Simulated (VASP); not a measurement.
# Si4O7 (a cell with a defect) in VASP: notebook

Runs on Si4O7 (a cell with a defect). Level: PBE. Tasks: single point.

Program: VASP 6.6.1. These are calculated values, not measurements. Logs are shortened: lines on timing, memory, paths and dates and some standing lists are left out, and cuts for length are marked.

## (1) The cell of the first run

The cell holds a defect, 11 atoms: a = 5.018 Å, b = 5.018 Å, c = 5.018 Å, α = 106.70°, β = 106.70°, γ = 115.16°.

## (2) Single point, PBE

Input file INCAR:

```
SYSTEM = Si4O7
  ALGO = Normal
  EDIFF = 1E-6
  ENCUT = 520
  GGA = PE
  ISIF = 2
  ISMEAR = 0
  LASPH = .TRUE.
  LCHARG = .FALSE.
  LREAL = .FALSE.
  LWAVE = .FALSE.
  NBANDS = 40
  NELM = 80
  PREC = Accurate
  SIGMA = 0.05
```

Input file KPOINTS:

```
k-points
0
G
  6 6 6
  0 0 0
```

Input file POSCAR:

```
Si4O7
1.0
    0.0000000000      4.2357990674     -2.6899428419
    0.0000000000     -4.2357990674     -2.6899428419
   -4.2357990674      0.0000000000      2.6899428419
Si O
4 7
Direct
    0.2500000000      0.7500000000      0.5000000000
    0.7500000000      0.2500000000      0.5000000000
    0.0000000000      0.0000000000      1.0000000000
    0.5000000000      0.5000000000      1.0000000000
    1.0000000000      0.3069827092      0.3069827092
    0.5569827092      0.7500000000      0.8069827092
    0.0569827092      0.2500000000      0.8069827092
    0.0000000000      0.6930172908      0.6930172908
    0.5000000000      0.0000000000      0.5000000000
    0.9430172908      0.7500000000      0.1930172908
    0.4430172908      0.2500000000      0.1930172908
```

Potentials or basis: VASP PAW PBE potentials, release 64 (Si, O).

Started as:

```bash
> cat potpaw_PBE.64/Si/POTCAR potpaw_PBE.64/O/POTCAR > POTCAR
> mpirun -np 1 vasp_std > vasp.out
```

OUTCAR:

```text
SYSTEM = Si4O7
   EDIFF = 1E-6
   ENCUT = 520
   GGA = PE
   ISIF = 2
   ISMEAR = 0
   LASPH = .TRUE.
   LREAL = .FALSE.
   NELM = 80
   PREC = Accurate

 ion  position               nearest neighbor table
   1  0.250  0.750  0.500-   9 1.34   8 1.77   5 1.77   6 1.84  10 1.84   2 2.69   2 2.69
   2  0.750  0.250  0.500-   9 1.34   8 1.77   5 1.77   7 1.84  11 1.84   1 2.69   1 2.69
   3  0.000  0.000  0.000-   6 1.77   7 1.77  10 1.77  11 1.77   5 1.84   8 1.84   4 2.69   4 2.69

   4  0.500  0.500  0.000-   6 1.77   7 1.77  10 1.77  11 1.77   3 2.69   3 2.69
   5  0.000  0.307  0.307-   1 1.77   2 1.77   3 1.84
   6  0.557  0.750  0.807-   3 1.77   4 1.77   1 1.84
   7  0.057  0.250  0.807-   3 1.77   4 1.77   2 1.84
   8  0.000  0.693  0.693-   1 1.77   2 1.77   3 1.84
   9  0.500  0.000  0.500-   1 1.34   2 1.34
  10  0.943  0.750  0.193-   3 1.77   4 1.77   1 1.84
  11  0.443  0.250  0.193-   3 1.77   4 1.77   2 1.84

  LATTYP: Found a body centered tetragonal cell.
 ALAT       =     5.9903244886
 C/A-ratio  =     0.8980958701

  Lattice vectors:

 A1 = (   0.0000000000,   4.2357990674,  -2.6899428419)
 A2 = (   0.0000000000,  -4.2357990674,  -2.6899428419)
 A3 = (  -4.2357990674,   0.0000000000,   2.6899428419)

Analysis of symmetry for initial positions (statically):
=====================================================================
 Subroutine PRICEL returns:
 Original cell was already a primitive cell.

 Routine SETGRP: Setting up the symmetry group for a
 body centered tetragonal supercell.

 Subroutine GETGRP returns: Found  8 space group operations
 (whereof  8 operations were pure point group operations)
 out of a pool of 16 trial point group operations.

The static configuration has the point symmetry D_2h.

Analysis of symmetry for dynamics (positions and initial velocities):
=====================================================================
 Subroutine PRICEL returns:
 Original cell was already a primitive cell.

 Routine SETGRP: Setting up the symmetry group for a
 body centered tetragonal supercell.

 Subroutine GETGRP returns: Found  8 space group operations
 (whereof  8 operations were pure point group operations)
 out of a pool of 16 trial point group operations.

The dynamic configuration has the point symmetry D_2h.

 Subroutine INISYM returns: Found  8 space group operations
 (whereof  8 operations are pure point group operations),
 and found     1 'primitive' translations

----------------------------------------------------------------------------------------

                                     Primitive cell

  volume of cell :      96.5259

  direct lattice vectors                    reciprocal lattice vectors
     0.000000000  4.235799067 -2.689942842    -0.118041482  0.118041482 -0.185877556
     0.000000000 -4.235799067 -2.689942842    -0.118041482 -0.118041482 -0.185877556
    -4.235799067  0.000000000  2.689942842    -0.236082964  0.000000000  0.000000000

  length of vectors
     5.017747127  5.017747127  5.017747127     0.249836044  0.249836044  0.236082964

  position of ions in fractional coordinates (direct lattice)
     0.250000000  0.750000000  0.500000000
     0.750000000  0.250000000  0.500000000
     0.000000000  0.000000000  0.000000000
     0.500000000  0.500000000  0.000000000
     0.000000000  0.306982709  0.306982709
     0.556982709  0.750000000  0.806982709
     0.056982709  0.250000000  0.806982709
     0.000000000  0.693017291  0.693017291
     0.500000000  0.000000000  0.500000000
     0.943017291  0.750000000  0.193017291
     0.443017291  0.250000000  0.193017291

  ion indices of the primitive-cell ions
   primitive index   ion index
                 1           1
                 2           2
                 3           3
                 4           4
                 5           5
                 6           6
                 7           7
                 8           8
                 9           9
                10          10
                11          11

----------------------------------------------------------------------------------------

 KPOINTS: k-points

Automatic generation of k-mesh.
 Grid dimensions read from file:
 generate k-points for:    6    6    6

 Generating k-lattice:

  Cartesian coordinates                     Fractional coordinates (reciprocal lattice)
    -0.019673580  0.019673580 -0.030979593     0.166666667  0.000000000  0.000000000
    -0.019673580 -0.019673580 -0.030979593     0.000000000  0.166666667  0.000000000
    -0.039347161  0.000000000  0.000000000     0.000000000  0.000000000  0.166666667

  Length of vectors
     0.041639341  0.041639341  0.039347161

  Shift w.r.t. Gamma in fractional coordinates (k-lattice)
     0.000000000  0.000000000  0.000000000

 Subroutine IBZKPT returns following result:
 ===========================================

 Found     46 irreducible k-points:

 Following reciprocal coordinates:
            Coordinates               Weight
  0.000000  0.000000  0.000000      1.000000
  0.166667  0.000000 -0.000000      4.000000
  0.166667  0.000000 -0.166667      4.000000
  0.333333  0.000000  0.000000      4.000000
  0.333333  0.000000 -0.333333      4.000000
  0.500000 -0.000000  0.000000      2.000000
[... 16 lines left out ...]
 -0.333333 -0.166667 -0.333333      4.000000
 -0.166667  0.166667  0.166667      2.000000
 [... further k-points ...]
   k-points           NKPTS =     46   k-points in BZ     NKDIM =     46   number of bands    NBANDS=     40
   number of dos      NEDOS =    301   number of ions     NIONS =     11
   total plane-waves  NPLWV =  64000
   dimension x,y,z NGX =    40 NGY =   40 NGZ =   40
   dimension x,y,z NGXF=    80 NGYF=   80 NGZF=   80
   ions per type =               4   7
   NGX,Y,Z   is equivalent  to a cutoff of  13.25, 13.25, 13.25 a.u.
   NGXF,Y,Z  is equivalent  to a cutoff of  26.51, 26.51, 26.51 a.u.
 SYSTEM =  Si4O7
   PREC   = accura    normal or accurate (medium, high low for compatibility)
   ISTART =      0    job   : 0-new  1-cont  2-samecut
   ICHARG =      2    charge: 1-file 2-atom 10-const
   ISPIN  =      1    spin polarized calculation?
   LNONCOLLINEAR =      F non collinear calculations
   LSORBIT =      F    spin-orbit coupling
   LASPH  =      T    aspherical Exc in radial PAW
   ENCUT  =  520.0 eV  38.22 Ry    6.18 a.u.   9.33  9.33  9.33*2*pi/ulx,y,z
   NELM   =     80;   NELMIN=  2; NELMDL= -5     # of ELM steps
   EDIFF  = 0.1E-05   stopping-criterion for ELM
   LREAL  =      F    real-space projection
   EDIFFG = 0.1E-04   stopping-criterion for IOM
   NSW    =      0    number of steps for IOM
   IBRION =     -1    ionic relax: 0-MD 1-quasi-New 2-CG
   NFREE  =      0    steps in history (QN), initial steepest desc. (CG)
   ISIF   =      2    stress and relaxation
   ISYM   =      2    0-nonsym 1-usesym 2-fastsym
   POTIM  = 0.5000    time-step for ionic-motion
   TEBEG  =    0.0;   TEEND  =   0.0 temperature during run
   PSTRESS=    0.0 pullay stress
   NELECT =      58.0000    total number of electrons
   NUPDOWN=      -1.0000    fix difference up-down
   EMIN   =  10.00;   EMAX   =-10.00  energy-range for DOS
   EFERMI =   0.00;   METHOD = LEGACY
   ISMEAR =     0;   SIGMA  =   0.05  broadening in eV -4-tet -1-fermi 0-gaus
   EFERMI_NEDOS =   21; number of points for ismear=-14 and -15
   IALGO  =     38    algorithm
   IMIX   =      4    mixing-type and parameters
     AMIX     =   0.40;   BMIX     =  1.00
     AMIX_MAG =   1.60;   BMIX_MAG =  1.00
  volume/ion in A,a.u.               =       8.78        59.22
  Fermi-wavevector in a.u.,A,eV,Ry     =   1.381453  2.610568 25.965543  1.908414
  Thomas-Fermi vector in A             =   2.506236
   LORBIT       =      0    0 simple, 1 ext, 2 COOP (PROOUT), +10 PAW based schemes
   GGA     = PE    functional components
   LHFCALC =     F    Hartree Fock is set to
   AEXX    =    0.0000 exact exchange contribution
   IVDW    =     0    specifies the selected vdW correction
   LEPSILON=     F    determine dielectric tensor
   LRPA    =     F    only Hartree local field effects (RPA)
 non-spin polarized calculation
 Gauss-broadening in eV      SIGMA  =   0.05
  energy-cutoff  :      520.00
  volume of cell :       96.53
 maximum number of plane-waves:      2644
 NGX is ok and might be reduce to    40
   NGX = 19   NGY = 19   NGZ = 19

 number of electron      58.0000014 magnetization

 Free energy of the ion-electron system (eV)
  ---------------------------------------------------
  ext. energy  EPLUGINS =         0.00000000
  ---------------------------------------------------
  free energy    TOTEN  =       -72.89632247 eV

  energy without entropy =      -72.89423533  energy(sigma->0) =      -72.89527890

 E-fermi :  10.9072     XC(G=0): -11.6397

 val. band max:       10.8832990637   @ k =  -0.3333  -0.1667  -0.3333
 cond. band min:      10.9155960219   @ k =  -0.3333   0.3333   0.1667
 fundamental gap:      0.0322969582
 Fermi energy:        10.9072336904

 k-point     1 :       0.0000    0.0000    0.0000
  band No.  band energies     occupation
      1     -16.0863      2.00000
      2     -13.9834      2.00000
      3     -12.1959      2.00000
      4     -11.8082      2.00000
      5     -11.6599      2.00000
      6     -11.6315      2.00000
[... 32 lines left out ...]
     39      18.4650      0.00000
     40      18.6896      0.00000

 k-point     2 :       0.1667    0.0000   -0.0000
  band No.  band energies     occupation
      1     -16.0188      2.00000
      2     -14.0002      2.00000
      3     -12.2678      2.00000
      4     -12.1050      2.00000
      5     -11.6417      2.00000
      6     -11.3777      2.00000
[... 32 lines left out ...]
     39      18.2477      0.00000
     40      18.9912      0.00000

 k-point     3 :       0.1667    0.0000   -0.1667
  band No.  band energies     occupation
      1     -16.0294      2.00000
      2     -13.9607      2.00000
      3     -12.3251      2.00000
      4     -12.0590      2.00000
      5     -11.6338      2.00000
      6     -11.4288      2.00000
[... 32 lines left out ...]
     39      18.4540      0.00000
     40      18.7082      0.00000

 k-point     4 :       0.3333    0.0000    0.0000
  band No.  band energies     occupation
      1     -15.8769      2.00000
      2     -13.9822      2.00000
      3     -12.5504      2.00000
      4     -12.3943      2.00000
      5     -11.6616      2.00000
      6     -11.2213      2.00000
[... 32 lines left out ...]
     39      18.2251      0.00000
     40      18.5155      0.00000
[... 772 lines left out ...]
     39      18.0294      0.00000
     40      18.7765      0.00000

 k-point    23 :      -0.3333   -0.1667   -0.3333
  band No.  band energies     occupation
      1     -15.8113      2.00000
      2     -13.5804      2.00000
      3     -13.2464      2.00000
      4     -12.6575      2.00000
      5     -11.2766      2.00000
      6     -11.1732      2.00000
[... 32 lines left out ...]
     39      18.0449      0.00000
     40      18.7453      0.00000

 k-point    24 :      -0.1667    0.1667    0.1667
  band No.  band energies     occupation
      1     -16.0209      2.00000
      2     -13.8282      2.00000
      3     -12.4541      2.00000
      4     -12.2686      2.00000
      5     -11.7373      2.00000
      6     -11.2744      2.00000
[... 32 lines left out ...]
     39      18.2579      0.00000
     40      18.4408      0.00000

 [... further k-points ...]

------------------------ aborting loop because EDIFF is reached ----------------------------------------

  FORCE on cell =-STRESS in cart. coord.  units (eV):
  Direction    XX          YY          ZZ          XY          YZ          ZX
  --------------------------------------------------------------------------------------
  -------------------------------------------------------------------------------------
  Total        5.5735986      5.5735986     60.2797228     -1.0793466      0.0000000      0.0000000
  in kB       92.5129484     92.5129484   1000.5483515    -17.9154515      0.0000000      0.0000000
  external PRESSURE =     395.1914161 kB  Pullay stress =       0.0000000 kB

 VOLUME and BASIS-vectors are now :
 -----------------------------------------------------------------------------
  energy-cutoff  :      520.00
  volume of cell :       96.53
      direct lattice vectors                 reciprocal lattice vectors
     0.000000000  4.235799067 -2.689942842    -0.118041482  0.118041482 -0.185877556
     0.000000000 -4.235799067 -2.689942842    -0.118041482 -0.118041482 -0.185877556
    -4.235799067  0.000000000  2.689942842    -0.236082964  0.000000000  0.000000000

 POSITION                                       TOTAL-FORCE (eV/Angst)
 -----------------------------------------------------------------------------------
     -2.11790     -2.11790     -1.34497        -0.000000      0.000000     20.195188
     -2.11790      2.11790     -1.34497        -0.000000      0.000000    -20.195188
      0.00000      0.00000      0.00000        -0.000000      0.000000     -0.000000
      0.00000      0.00000     -2.68994        -0.000000     -0.000000     -0.000000
     -1.30032     -1.30032      0.00000         0.097298      0.097298     -0.000000
     -3.41822     -0.81758     -1.34497         0.446400     -0.446400     -0.482687
     -3.41822     -0.81758      1.34497         0.446400     -0.446400      0.482687
     -2.93548     -2.93548      0.00000        -0.097298     -0.097298     -0.000000
     -2.11790      2.11790      0.00000        -0.000000      0.000000     -0.000000
     -0.81758      0.81758     -4.03491        -0.446400      0.446400     -0.482687
     -0.81758      0.81758     -1.34497        -0.446400      0.446400      0.482687
 -----------------------------------------------------------------------------------
    total drift:                                0.000000      0.000000     -0.000000

  FREE ENERGIE OF THE ION-ELECTRON SYSTEM (eV)
  ---------------------------------------------------
  free  energy   TOTEN  =       -72.8963224703 eV

  energy  without entropy=      -72.8942353293  energy(sigma->0) =      -72.89527890
```

Run time: 5.1 min. Hardware: 1 thread of Intel Xeon 8259CL, shared host; peak memory 0.3 GiB.

Results:

| Property | Result |
| --- | --- |
| Free energy | -72.8963 eV |
| Pressure | 39.5 GPa |
| Largest force | 20.195 eV/Å |
| Band gap on the k mesh | zero (bands 29 and 30 overlap by 0.08 eV) |

Forces on the atoms (eV/Å):
```
Si    0.000   0.000  20.195
Si    0.000   0.000 -20.195
Si    0.000   0.000   0.000
Si    0.000   0.000   0.000
O     0.097   0.097   0.000
O     0.446  -0.446  -0.483
O     0.446  -0.446   0.483
O    -0.097  -0.097   0.000
O     0.000   0.000   0.000
O    -0.446   0.446  -0.483
O    -0.446   0.446   0.483
```

Caveat: the cell differs from its parent crystal (atoms taken out, atom 9 moved 0.500 of the way to it and +0.000 Å across, host rigid).

## (3) Single point, PBE

Input file INCAR:

```
SYSTEM = Si4O7
PREC = Accurate
ENCUT = 520
EDIFF = 1E-6
ISMEAR = 0
SIGMA = 0.05
LREAL = .False.
LASPH = .True.
NELM = 60
ALGO = Normal
ISIF = 2
LWAVE = .False.
LCHARG = .False.
GGA = PE
NBANDS = 40
```

Input file KPOINTS:

```
regular mesh
0
Gamma
  6 6 6
  0 0 0
```

Changes to POSCAR since step 2:

```diff
@@ -16,3 +16,3 @@
     0.0000000000      0.6930172908      0.6930172908
-    0.5000000000      0.0000000000      0.5000000000
+    0.4791330169      0.0000000000      0.4791330169
     0.9430172908      0.7500000000      0.1930172908
```

Potentials or basis: VASP PAW PBE potentials, release 64 (Si, O).

Started as:

```bash
> cat potpaw_PBE.64/Si/POTCAR potpaw_PBE.64/O/POTCAR > POTCAR
> mpirun -np 1 vasp_std > vasp.out
```

Run time: 5.1 min. Hardware: 1 thread of Intel Xeon 8259CL, shared host; peak memory 0.3 GiB.

It converged, with:

```
Free energy            : -72.9518 eV
Pressure               : 39.0 GPa
Largest force          : 19.513 eV/Å
Band gap on the k mesh : zero (bands 29 and 30 overlap by 0.08 eV)
```

Forces in eV/Å, atoms in the order of the input:
```
Si   -1.017   1.017  19.460
Si   -1.017   1.017 -19.460
Si   -0.131   0.131   0.000
Si   -0.215   0.215   0.000
O     0.083   0.113   0.000
O     0.843  -0.843  -0.916
O     0.843  -0.843   0.916
O    -0.113  -0.083   0.000
O     0.580  -0.580   0.000
O     0.072  -0.072   0.129
O     0.072  -0.072  -0.129
```

Stress tensor (GPa, compression positive):
```
 9.85 -2.47  0.00
-2.47  9.85  0.00
 0.00  0.00 97.45
```

Levels at points of the mesh, in eV from the Fermi level:
```
           k point  band 26  band 27  band 28  band 29  band 30  band 31  band 32  band 33
(0.00, 0.00, 0.00)    -5.29    -5.02    -4.48    -1.94     0.16     2.28     2.60     4.09
(0.50, 0.00, 0.00)    -5.94    -5.46    -4.85    -0.30     0.97     1.70     2.62     3.74
(0.50, 0.00, 0.50)    -5.83    -5.12    -5.00    -0.23     0.63     1.54     2.58     4.02
(0.50, 0.50, 0.00)    -5.59    -5.48    -5.38    -0.52     0.29     3.57     3.58     3.95
(0.50, 0.50, 0.50)    -6.33    -5.96    -5.83    -0.26     1.36     2.27     2.99     4.08
```

Caveat: the cell differs from its parent crystal (atoms taken out, atom 9 moved 0.500 of the way to it and -0.125 Å across, host rigid).
